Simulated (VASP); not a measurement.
Crystal: B3C.

```
B C
1.0
     3.38612    0.00000    0.00000
     0.00000    3.38612    0.00000
     0.00000    0.00000    3.38612
B C
3 1
Direct
  0.50000 0.00000 0.00000
  0.00000 0.50000 0.00000
  0.00000 0.00000 0.50000
  0.50000 0.50000 0.50000
```

| Item | Value |
| --- | --- |
| Program | VASP 6.6.1 |
| Task | relaxation of cell and atoms |
| Functional | PBE |
| Potentials or basis | VASP PAW PBE potentials, release 64 (B, C) |
| Cutoff | 600 eV |
| k mesh | 6 × 6 × 6 |
| Occupations | gaussian, width 0.1 eV |
| Spin | no spin polarisation |

At the start: pressure -39.6 GPa; volume 9.71 Å³/atom.

Problem. Where does the relaxation end?

Solution. Over 4 steps the energy falls by 630.1 meV/atom and the volume is 6.14 Å³/atom (-36.8 %); space group Pm-3m (No. 221, to 0.05 Å).

The path:
```
step  energy change (eV)  largest force (eV/Å)  pressure (GPa)  volume (Å³)
   1              0.0000                0.0000          -39.58        38.82
   2             -2.4236                0.0000          -13.32        26.85
   3             -2.5082                0.0000           -4.63        25.29
   4             -2.5203                0.0000           -0.22        24.55
```

Final structure:
```yaml
crystal:
  lattice:
    - [2.90636, 0.00000, 0.00000]
    - [0.00000, 2.90636, 0.00000]
    - [0.00000, 0.00000, 2.90636]
  atoms:
    - { symbol: B, position: [0.50000, 0.00000, 0.00000] }
    - { symbol: B, position: [0.00000, 0.50000, 0.00000] }
    - { symbol: B, position: [0.00000, 0.00000, 0.50000] }
    - { symbol: C, position: [0.50000, 0.50000, 0.50000] }
```

Caveat: the volume moved by over 15 % at a fixed basis, so the end points are rough.
